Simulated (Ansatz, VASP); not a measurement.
Given: the input of a run of Ansatz 0.2.0 on NaF.

Contents of input.yaml:

```yaml
crystal:
  lattice:
    - [3.3027044075, 0.0, 0.0]
    - [1.6513522038, 2.8602259182, 0.0]
    - [1.6513522038, 0.9534086394, 2.6966468566]
  atoms:
    - { symbol: Na, position: [0.0, 0.0, 0.0] }
    - { symbol: F, position: [0.5, 0.5, 0.5] }
hamiltonian:
  xc: pbesol
  pseudopotentials: { kind: paw }
kpoints:
  mp_grid: { grid: [10, 10, 10] }
scf:
  occupations: { method: gaussian, width: 0.05 }
output:
  forces: true
  stress: true
  eigenvalues: true
```

Potentials or basis: Ansatz PAW.

Launch:

```sh
$ ansatz run input.yaml --threads 1 --pin off --max-ram 3584MiB --backend cpu --events-out ev --progress --plain --runs-dir out
```

Task: Set up the same calculation for VASP 6.6.1. Potentials there: VASP PAW PBE potentials, release 64 (Na_pv, F).

Result: As run (the cutoff follows the program's own potentials):

File INCAR:

```
SYSTEM = NaF
PREC = Accurate ; ENCUT = 520
EDIFF = 1E-6 ; ISMEAR = 0
SIGMA = 0.05 ; LREAL = .False.
LASPH = .True. ; NELM = 80
ALGO = Normal ; ISIF = 2
LWAVE = .False. ; LCHARG = .True.
GGA = PS ; LELF = .True.
LVHAR = .True. ; NBANDS = 14
```

Contents of KPOINTS:

```
Automatic mesh
0
Gamma
  10 10 10
  0 0 0
```

Contents of POSCAR:

```
NaF
1.0
    3.3027044075      0.0000000000      0.0000000000
    1.6513522038      2.8602259182      0.0000000000
    1.6513522038      0.9534086394      2.6966468566
Na F
1 1
Direct
    0.0000000000      0.0000000000      0.0000000000
    0.5000000000      0.5000000000      0.5000000000
```

Potentials or basis: VASP PAW PBE potentials, release 64 (Na_pv, F).

Run with:

```console
$ cat potpaw_PBE.64/Na_pv/POTCAR potpaw_PBE.64/F/POTCAR > POTCAR
$ mpirun -np 1 vasp_std > vasp.out
```

Both were run:

|  | VASP | Ansatz | Ansatz less VASP |
| --- | --- | --- | --- |
| gap on the k mesh at the Fermi level (eV) | 6.04 | 6.06 | +0.021 |
| least direct gap on the mesh (eV) | 6.04 | 6.06 | +0.021 |
| pressure (GPa) | -1.3 | -1.2 | +0.10 |

VASP's potentials were made for PBE, not for PBEsol. With one functional, cell and mesh, what is left measures potentials, basis and numerics. VASP's potentials hold 14 valence electrons a cell and Ansatz's 16, so a difference there can come from the potentials and not from the codes.
